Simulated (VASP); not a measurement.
# Li in VASP: settings compared

The runs below take Li through single point, with BLYP, PBE0+D4.

Everything below comes from runs of VASP 6.6.1. Logs are shortened: lines on timing, memory, paths and dates and some standing lists are left out, and cuts for length are marked.

### Step 1. The cell of the first run

The typed cell holds 1 atom: a = 3.000 Å, b = 3.058 Å, c = 3.080 Å, α = 109.76°, β = 109.47°, γ = 109.69°.

### Step 2. Single point, BLYP, non-collinear spin, typed start (the cell strained at random)

File INCAR:

```
AGGAC    = 1.0          
AGGAX    = 1.0          
ALDAC    = 0.0          
ALDAX    = 1.0          
ALGO     = Normal         # electronic algorithm
EDIFF    = 1E-6           # SCF threshold, eV
ENCUT    = 520            # plane-wave cutoff, eV
GGA      = B5             # functional
ISIF     = 2              # what is computed and relaxed
ISMEAR   = 1              # smearing method
LASPH    = T              # aspherical terms in the spheres
LCHARG   = T              # write CHGCAR
LNONCOLLINEAR= T              # non-collinear magnetism
LORBIT   = 11             # projections on sites
LREAL    = F              # projectors in reciprocal space
LVHAR    = T            
LWAVE    = F              # write WAVECAR
MAGMOM   = -0.079 0.015 0.351 # initial moments
NBANDS   = 14             # bands
NELM     = 150            # most SCF steps
PREC     = Accurate       # precision mode
SIGMA    = 0.1            # smearing width, eV
```

File KPOINTS:

```
k-points
0
Gamma
  8 8 8
```

File POSCAR:

```
Li
1.0
   -1.7564500000      1.7204200000      1.7188260000
    1.7556710000     -1.7712260000      1.7688530000
    1.7751640000      1.7899400000     -1.7696320000
Li
1
Direct
    0.0098350000      0.0087740000      0.0273420000
```

Potentials or basis: VASP PAW PBE potentials, release 64 (Li_sv).

Launch:

```sh
$ cat potpaw_PBE.64/Li_sv/POTCAR > POTCAR
$ mpirun -np 1 vasp_ncl > vasp.out
```

OUTCAR:

```text
EDIFF = 1E-6
   ENCUT = 520
   GGA = B5
   ISIF = 2
   ISMEAR = 1
   LASPH = T
   LNONCOLLINEAR = T
   LORBIT = 11
   LREAL = F
   NELM = 150
   PREC = Accurate

 ion  position               nearest neighbor table
   1  0.010  0.009  0.027-

  LATTYP: Found a triclinic cell.
 ALAT       =     7.9303814301
 B/A-ratio  =     0.6330432997
 C/A-ratio  =     0.3782778198
 COS(alpha) =     0.0006920672
 COS(beta)  =     0.2492415614
 COS(gamma) =     0.9515627059

  Lattice vectors:

 A1 = (   0.0382070000,   7.0715260000,  -3.5892910000)
 A2 = (   0.0194930000,   3.5611660000,  -3.5384850000)
 A3 = (  -1.7564500000,   1.7204200000,   1.7188260000)

Analysis of symmetry for initial positions (statically):
=====================================================================
 Subroutine PRICEL returns:
 Original cell was already a primitive cell.

 Routine SETGRP: Setting up the symmetry group for a
 triclinic supercell.

 Subroutine GETGRP returns: Found  2 space group operations
 (whereof  1 operations were pure point group operations)
 out of a pool of  2 trial point group operations.

The static configuration has the point symmetry C_1 .
 The point group associated with its full space group is S_2 .

Analysis of symmetry for dynamics (positions and initial velocities):
=====================================================================
 Subroutine PRICEL returns:
 Original cell was already a primitive cell.

 Routine SETGRP: Setting up the symmetry group for a
 triclinic supercell.

 Subroutine GETGRP returns: Found  2 space group operations
 (whereof  1 operations were pure point group operations)
 out of a pool of  2 trial point group operations.

The dynamic configuration has the point symmetry C_1 .
 The point group associated with its full space group is S_2 .

Analysis of structural, dynamic, and magnetic symmetry:
=====================================================================
 Subroutine PRICEL returns:
 Original cell was already a primitive cell.

 Routine SETGRP: Setting up the symmetry group for a
 triclinic supercell.

 Subroutine GETGRP returns: Found  2 space group operations
 (whereof  1 operations were pure point group operations)
 out of a pool of  2 trial point group operations.

The overall configuration has the point symmetry C_1 .
 The point group associated with its full space group is S_2 .

 Subroutine INISYM returns: Found  2 space group operations
 (whereof  1 operations are pure point group operations),
 and found     1 'primitive' translations

----------------------------------------------------------------------------------------

                                     Primitive cell

  volume of cell :      21.6089

  direct lattice vectors                    reciprocal lattice vectors
    -1.756450000  1.720420000  1.718826000    -0.001468034  0.289089636  0.290934557
     1.755671000 -1.771226000  1.768853000     0.283268408  0.002641144  0.286825379
     1.775164000  1.789940000 -1.769632000     0.281717826  0.283429875  0.004191726

  length of vectors
     2.999887397  3.057525656  3.080047053     0.410143742  0.403133681  0.399643589

  position of ions in fractional coordinates (direct lattice)
     0.009835000  0.008774000  0.027342000

  ion indices of the primitive-cell ions
   primitive index   ion index
                 1           1

----------------------------------------------------------------------------------------

 KPOINTS: k-points

Automatic generation of k-mesh.
 Grid dimensions read from file:
 generate k-points for:    8    8    8

 Generating k-lattice:

  Cartesian coordinates                     Fractional coordinates (reciprocal lattice)
    -0.000183504  0.036136204  0.036366820     0.125000000 -0.000000000  0.000000000
     0.035408551  0.000330143  0.035853172     0.000000000  0.125000000  0.000000000
     0.035214728  0.035428734  0.000523966     0.000000000 -0.000000000  0.125000000

  Length of vectors
     0.051267968  0.050391710  0.049955449

  Shift w.r.t. Gamma in fractional coordinates (k-lattice)
     0.000000000  0.000000000  0.000000000

 Subroutine IBZKPT returns following result:
 ===========================================

 Found    260 irreducible k-points:

 Following reciprocal coordinates:
            Coordinates               Weight
  0.000000  0.000000  0.000000      1.000000
  0.125000  0.000000  0.000000      2.000000
  0.250000  0.000000  0.000000      2.000000
  0.375000  0.000000 -0.000000      2.000000
  0.500000  0.000000  0.000000      1.000000
  0.000000  0.125000 -0.000000      2.000000
[... 16 lines left out ...]
  0.125000  0.375000 -0.000000      2.000000
  0.250000  0.375000 -0.000000      2.000000
 [... further k-points ...]
   k-points           NKPTS =    260   k-points in BZ     NKDIM =    260   number of bands    NBANDS=     14
   number of dos      NEDOS =    301   number of ions     NIONS =      1
   total plane-waves  NPLWV =  13824
   dimension x,y,z NGX =    24 NGY =   24 NGZ =   24
   dimension x,y,z NGXF=    48 NGYF=   48 NGZF=   48
   ions per type =               1
   NGX,Y,Z   is equivalent  to a cutoff of  13.30, 13.05, 12.95 a.u.
   NGXF,Y,Z  is equivalent  to a cutoff of  26.60, 26.10, 25.91 a.u.
 SYSTEM =  unknown system
   PREC   = accura    normal or accurate (medium, high low for compatibility)
   ISTART =      0    job   : 0-new  1-cont  2-samecut
   ICHARG =      2    charge: 1-file 2-atom 10-const
   ISPIN  =      1    spin polarized calculation?
   LNONCOLLINEAR =      T non collinear calculations
   LSORBIT =      F    spin-orbit coupling
   LASPH  =      T    aspherical Exc in radial PAW
   ENCUT  =  520.0 eV  38.22 Ry    6.18 a.u.   5.58  5.68  5.73*2*pi/ulx,y,z
   NELM   =    150;   NELMIN=  2; NELMDL= -5     # of ELM steps
   EDIFF  = 0.1E-05   stopping-criterion for ELM
   LREAL  =      F    real-space projection
   EDIFFG = 0.1E-04   stopping-criterion for IOM
   NSW    =      0    number of steps for IOM
   IBRION =     -1    ionic relax: 0-MD 1-quasi-New 2-CG
   NFREE  =      0    steps in history (QN), initial steepest desc. (CG)
   ISIF   =      2    stress and relaxation
   ISYM   =      2    0-nonsym 1-usesym 2-fastsym
   POTIM  = 0.5000    time-step for ionic-motion
   TEBEG  =    0.0;   TEEND  =   0.0 temperature during run
   PSTRESS=    0.0 pullay stress
   NELECT =       3.0000    total number of electrons
   NUPDOWN=      -1.0000    fix difference up-down
   EMIN   =  10.00;   EMAX   =-10.00  energy-range for DOS
   EFERMI =   0.00;   METHOD = LEGACY
   ISMEAR =     1;   SIGMA  =   0.10  broadening in eV -4-tet -1-fermi 0-gaus
   EFERMI_NEDOS =   21; number of points for ismear=-14 and -15
   IALGO  =     38    algorithm
   IMIX   =      4    mixing-type and parameters
     AMIX     =   0.40;   BMIX     =  1.00
     AMIX_MAG =   1.60;   BMIX_MAG =  1.00
  volume/ion in A,a.u.               =      21.61       145.82
  Fermi-wavevector in a.u.,A,eV,Ry     =   0.847692  1.601905  9.776894  0.718581
  Thomas-Fermi vector in A             =   1.963238
   LORBIT       =     11    0 simple, 1 ext, 2 COOP (PROOUT), +10 PAW based schemes
   GGA     = B5    functional components
   LHFCALC =     F    Hartree Fock is set to
   AEXX    =    0.0000 exact exchange contribution
   IVDW    =     0    specifies the selected vdW correction
   LEPSILON=     F    determine dielectric tensor
   LRPA    =     F    only Hartree local field effects (RPA)
 Methfessel and Paxton  Order N= 1 SIGMA  =   0.10
  energy-cutoff  :      520.00
  volume of cell :       21.61
 maximum number of plane-waves:      1192
 NGX is ok and might be reduce to    24
   NGX = 11   NGY = 11   NGZ = 11

 number of electron       3.0000000 magnetization      -0.0008898      0.0001949      0.0044885

 Free energy of the ion-electron system (eV)
  ---------------------------------------------------
  ext. energy  EPLUGINS =         0.00000000
  ---------------------------------------------------
  free energy    TOTEN  =        -1.55250307 eV

  energy without entropy =       -1.55163723  energy(sigma->0) =       -1.55221446

 E-fermi :   0.9071     XC(G=0):  -6.4934

 val. band max:        0.8907744978   @ k =   0.0000   0.5000   0.3750
 cond. band min:       0.9090449547   @ k =   0.0000   0.1250   0.3750
 fundamental gap:      0.0182704570
 Fermi energy:         0.9071145749

 k-point     1 :       0.0000    0.0000    0.0000
  band No.  band energies     occupation
      1     -46.4732      1.00000
      2     -46.4727      1.00000
      3      -2.5847      1.00000
      4      -2.5771      1.00000
      5      14.2532      0.00000
      6      14.2557      0.00000
      7      14.4834      0.00000
      8      14.4854      0.00000
      9      14.7474      0.00000
     10      14.7485      0.00000
     11      19.3070      0.00000
     12      19.3143      0.00000
     13      19.4086      0.00000
     14      19.4153      0.00000

 k-point     2 :       0.1250    0.0000    0.0000
  band No.  band energies     occupation
      1     -46.4708      1.00000
      2     -46.4704      1.00000
      3      -2.2867      1.00000
      4      -2.2792      1.00000
      5      13.2294      0.00000
      6      13.2331      0.00000
      7      13.3425      0.00000
      8      13.3453      0.00000
      9      13.8917      0.00000
     10      13.8945      0.00000
     11      17.1962      0.00000
     12      17.2041      0.00000
     13      17.3920      0.00000
     14      17.3992      0.00000

 k-point     3 :       0.2500    0.0000    0.0000
  band No.  band energies     occupation
      1     -46.4652      1.00000
      2     -46.4648      1.00000
      3      -1.3938      1.00000
      4      -1.3865      1.00000
      5       9.5491      0.00000
      6       9.5552      0.00000
      7      11.7599      0.00000
      8      11.7634      0.00000
      9      12.9477      0.00000
     10      12.9518      0.00000
     11      15.3246      0.00000
     12      15.3329      0.00000
     13      16.5513      0.00000
     14      16.5569      0.00000
[... 324 lines left out ...]
 k-point    23 :       0.1250    0.3750   -0.0000
  band No.  band energies     occupation
      1     -46.4586      1.00000
      2     -46.4581      1.00000
      3       0.9950     -0.00761
      4       1.0020     -0.01893
      5       4.5610      0.00000
      6       4.5679      0.00000
      7       9.6223      0.00000
      8       9.6281      0.00000
      9      10.8148      0.00000
     10      10.8197      0.00000
     11      15.9786      0.00000
     12      15.9848      0.00000
     13      17.8781      0.00000
     14      17.8833      0.00000

 k-point    24 :       0.2500    0.3750   -0.0000
  band No.  band energies     occupation
      1     -46.4568      1.00000
      2     -46.4564      1.00000
      3       2.2726     -0.00000
      4       2.2794     -0.00000
      5       3.8907      0.00000
      6       3.8969      0.00000
      7       7.2378      0.00000
      8       7.2456      0.00000
      9      10.5470      0.00000
     10      10.5517      0.00000
     11      17.6043      0.00000
     12      17.6104      0.00000
     13      19.3003      0.00000
     14      19.3044      0.00000

 [... further k-points ...]

------------------------ aborting loop because EDIFF is reached ----------------------------------------

  FORCE on cell =-STRESS in cart. coord.  units (eV):
  Direction    XX          YY          ZZ          XY          YZ          ZX
  --------------------------------------------------------------------------------------
  -------------------------------------------------------------------------------------
  Total       -0.1533368     -0.1078795     -0.1344472      0.0336667     -0.0431998      0.0017547
  in kB      -11.3690760     -7.9986687     -9.9685162      2.4961973     -3.2030275      0.1300993
  external PRESSURE =      -9.7787537 kB  Pullay stress =       0.0000000 kB

 VOLUME and BASIS-vectors are now :
 -----------------------------------------------------------------------------
  energy-cutoff  :      520.00
  volume of cell :       21.61
      direct lattice vectors                 reciprocal lattice vectors
    -1.756450000  1.720420000  1.718826000    -0.001468034  0.289089636  0.290934557
     1.755671000 -1.771226000  1.768853000     0.283268408  0.002641144  0.286825379
     1.775164000  1.789940000 -1.769632000     0.281717826  0.283429875  0.004191726

 POSITION                                       TOTAL-FORCE (eV/Angst)
 -----------------------------------------------------------------------------------
      0.04667      0.05032     -0.01596         0.000000      0.000000      0.000000
 -----------------------------------------------------------------------------------
    total drift:                                0.000002      0.000002      0.000008

  FREE ENERGIE OF THE ION-ELECTRON SYSTEM (eV)
  ---------------------------------------------------
  free  energy   TOTEN  =        -1.5525030742 eV

  energy  without entropy=       -1.5516372294  energy(sigma->0) =       -1.55221446

 total charge

# of ion       s       p       d       tot
------------------------------------------
    1        2.032   0.041   0.000   2.074

 magnetization (x)

# of ion       s       p       d       tot
------------------------------------------
    1       -0.000  -0.000   0.000  -0.000

 magnetization (y)

# of ion       s       p       d       tot
------------------------------------------
    1        0.000   0.000   0.000   0.000

 magnetization (z)

# of ion       s       p       d       tot
------------------------------------------
    1        0.000   0.000   0.000   0.000
```

Wall time 85 s (1 thread of Intel Xeon Platinum 8488C (Sapphire Rapids), shared host); peak memory 0.24 GiB.

Results:

| Quantity | Value |
| --- | --- |
| Free energy | -1.5525 eV |
| Band gap on the k mesh | zero (bands 3 and 4 overlap by 8.54 eV) |
| Net moment | 0.00 μB per cell |
| Valence electrons inside the program's atomic spheres | Li 2.07 |

Moments on the atoms (μB; x, y, z):
```
Li  0.00 0.00 0.00
```

Caveat: the cell differs from its parent crystal (the cell strained at random); the cutoff is under 1.25 times the usual one of these potentials, so pressure, stress and relaxed cells hold a basis-set (Pulay) error; the PAW data sets were made with another functional, which shifts forces and pressure a little.

### Step 3. Single point, PBE0+D4

File POSCAR:

```
Li
1.0
   -1.7546500000      1.7546500000      1.7546500000
    1.7546500000     -1.7546500000      1.7546500000
    1.7546500000      1.7546500000     -1.7546500000
Li
1
Direct
    0.0000000000      0.0000000000      0.0000000000
```

File INCAR.step1:

```
  PREC = Accurate
  ENCUT = 520
  EDIFF = 1E-5
  ISMEAR = -1
  SIGMA = 0.05
  LREAL = F
  LASPH = T
  NELM = 100
  ALGO = Normal
  ISIF = 2
  LWAVE = T
  LCHARG = F
  NBANDS = 8
  GGA = PE
```

File INCAR.step2:

```
  PREC = Accurate
  ENCUT = 520
  EDIFF = 1E-6
  ISMEAR = -1
  SIGMA = 0.05
  LREAL = F
  LASPH = T
  NELM = 100
  ALGO = Normal
  ISIF = 2
  LWAVE = F
  LCHARG = F
  GGA = PE
  LHFCALC = T
  AEXX = 0.25
  PRECFOCK = Normal
  IVDW = 13
  NBANDS = 8
  ISTART = 1
```

File KPOINTS:

```
Automatic mesh
0
Gamma
  8 8 8
```

Potentials or basis: VASP PAW PBE potentials, release 64 (Li_sv).

Launch:

```sh
$ cat potpaw_PBE.64/Li_sv/POTCAR > POTCAR
$ cp INCAR.step1 INCAR
$ mpirun -np 1 vasp_std > vasp.out
$ cp INCAR.step2 INCAR
$ mpirun -np 1 vasp_std > vasp.out
```

Run time: 2.6 min. Hardware: 1 thread of Intel Xeon Platinum 8488C (Sapphire Rapids), shared host; peak memory 0.15 GiB.

Results (log left out):

```
Free energy                : -2.1490 eV
Band gap on the k mesh     : zero (an odd number of electrons rules out a gap without spin polarisation)
Dispersion energy per atom : -0.017 eV
```

Levels at points of the mesh, in eV from the Fermi level:
| k point | band 1 | band 2 | band 3 | band 4 | band 5 | band 6 |
| --- | --- | --- | --- | --- | --- | --- |
| (0.00, 0.00, 0.00) | -50.96 | -4.93 | 14.97 | 14.97 | 14.97 | 19.47 |
| (0.50, 0.00, 0.00) | -50.94 | 0.44 | 3.44 | 10.82 | 12.24 | 13.91 |
| (0.50, 0.50, 0.50) | -50.93 | 6.04 | 6.04 | 6.04 | 8.17 | 8.17 |

Caveat: the cutoff is under 1.25 times the usual one of these potentials, so pressure, stress and relaxed cells hold a basis-set (Pulay) error; the PAW data sets were made with another functional, which shifts forces and pressure a little.

The gap in the log of VASP goes by the Fermi energy; the results here count the filled bands.